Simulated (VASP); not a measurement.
Wanted: the native input for a VASP 6.6.1 run.

```yaml
Task: relaxation of cell and atoms
Functional: PBE
Potentials_or_basis: VASP PAW PBE potentials, release 64 (Hf_pv)
Cutoff: 600 eV
k_mesh: 5 × 5 × 5
Occupations: fermi-dirac, width 0.1 eV
Spin: no spin polarisation
Dipole_correction: no
Further_INCAR_settings: ALGO = Normal; EDIFF = 1e-06; IBRION = 2; EDIFFG = -0.01; NSW = 80; ISIF = 3
```

The structure of Hf lies in POSCAR:

```
Hf
1.0
    5.6361846402      0.0000000000      0.0000000000
    0.0000000000      5.6361846402      0.0000000000
    0.0000000000      0.0000000000      5.6361846402
Hf
8
Direct
    0.0000000000      0.0000000000      0.0000000000
    0.5000000000      0.5000000000      0.5000000000
    0.2500000000      0.0000000000      0.5000000000
    0.7500000000      0.0000000000      0.5000000000
    0.5000000000      0.2500000000      0.0000000000
    0.5000000000      0.7500000000      0.0000000000
    0.0000000000      0.5000000000      0.2500000000
    0.0000000000      0.5000000000      0.7500000000
```

One way to write it, as run:

INCAR

```
  PREC = Accurate
  ENCUT = 600
  EDIFF = 1E-6
  ISMEAR = -1
  SIGMA = 0.1
  LREAL = F
  LASPH = T
  NELM = 80
  ALGO = Normal
  ISIF = 3
  LWAVE = F
  LCHARG = F
  GGA = PE
  IBRION = 2
  NSW = 80
  EDIFFG = -0.01
```

KPOINTS

```
regular mesh
0
Gamma
  5 5 5
```

Potentials or basis: VASP PAW PBE potentials, release 64 (Hf_pv).

Command:

```bash
$ cat potpaw_PBE.64/Hf_pv/POTCAR > POTCAR
$ mpirun -np 1 vasp_std > vasp.out
```

Results of the run:

| Property | Result |
| --- | --- |
| Relaxed volume | 22.50 Å³/atom |
| Relaxed cell | a = 5.646 Å, b = 5.646 Å, c = 5.646 Å, α = 90.00°, β = 90.00°, γ = 90.00° |
| Space group after relaxing (to 0.1 Å) | Pm-3n (No. 223) |
| Energy gained by relaxing | 0.2 meV/atom |
| Ionic steps | 3 |
| Pressure after relaxing | 0.0 GPa |
| Band gap on the k mesh | zero (bands 40 and 41 overlap by 0.51 eV) |

Caveat: spin-orbit coupling is left out, which moves the levels of the heavy elements.

Run time: 4.4 min on 1 thread of Intel Xeon 6455B, with other jobs on the host, peak memory 0.37 GiB.
